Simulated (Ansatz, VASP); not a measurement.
## One calculation of Ti2Co, two programs

File INCAR:

```
PREC = Accurate
ENCUT = 520
EDIFF = 1E-7
ISMEAR = 0
SIGMA = 0.1
LREAL = F
LASPH = T
NELM = 150
ALGO = Normal
ISIF = 2
LWAVE = F
LCHARG = F
ISPIN = 2
MAGMOM = 0 0 0 0 0.59 0.59
LORBIT = 11
LMAXMIX = 4
GGA = PS
NBANDS = 46
```

Contents of KPOINTS:

```
Automatic mesh
0
Gamma
  1 1 1
```

Contents of POSCAR:

```
Ti2Co
1.0
    0.0000000000      3.3650000000      3.3650000000
    3.3650000000      0.0000000000      3.3650000000
    3.3650000000      3.3650000000      0.0000000000
Ti Co
4 2
Direct
    0.1250000000      0.1250000000      0.1250000000
    0.6250000000      0.1250000000      0.1250000000
    0.1250000000      0.1250000000      0.6250000000
    0.1250000000      0.6250000000      0.1250000000
    0.5000000000      0.5000000000      0.5000000000
    0.7500000000      0.7500000000      0.7500000000
```

Input for Ansatz:

```yaml
crystal:
  lattice:
    - [0.0, 3.365, 3.365]
    - [3.365, 0.0, 3.365]
    - [3.365, 3.365, 0.0]
  atoms:
    - { symbol: Ti, position: [0.125, 0.125, 0.125] }
    - { symbol: Ti, position: [0.625, 0.125, 0.125] }
    - { symbol: Ti, position: [0.125, 0.125, 0.625] }
    - { symbol: Ti, position: [0.125, 0.625, 0.125] }
    - { symbol: Co, position: [0.5, 0.5, 0.5], spin: 0.59 }
    - { symbol: Co, position: [0.75, 0.75, 0.75], spin: 0.59 }
basis:
  ecutwfc: 420
kpoints:
  mp_grid: { grid: [1, 1, 1] }
hamiltonian:
  xc: pbesol
scf:
  occupations: { method: gaussian, width: 0.1 }
output:
  forces: true
  stress: true
  eigenvalues: true
  populations: true
magnetization:
  spin_polarized: true
```

Alike in both runs: task single point; functional PBEsol; k mesh 1 × 1 × 1; occupations gaussian, width 0.1 eV; collinear spin.

|  | VASP | Ansatz |
| --- | --- | --- |
| version | VASP 6.6.1 | Ansatz 0.2.0 |
| potentials or method | VASP PAW PBE potentials, release 64 (Ti_sv, Co), cutoff 520 eV | scalar-relativistic, plane waves, PAW |
| valence electrons in the cell | 66 | 82 |

Ansatz gave:

| Property | Result |
| --- | --- |
| pressure (GPa) | -18.8 |
| net moment per atom (μB) | 0.67 |
| size of the moment on the site where the two differ most (μB) | 0.36 |

Question: Which values does VASP return?

Answer: Pressure (GPa): -19.3; net moment per atom (μB): 0.67; size of the moment on the site where the two differ most (μB): 0.42.

VASP's potentials were made for PBE, not for PBEsol. Site moments also hang on the region over which each program counts them. VASP's potentials hold 66 valence electrons a cell and Ansatz's 82, so a difference there can come from the potentials and not from the codes. Ansatz's warnings: stability check not made.

The k mesh is coarse, so the values compare programs but aren't converged.
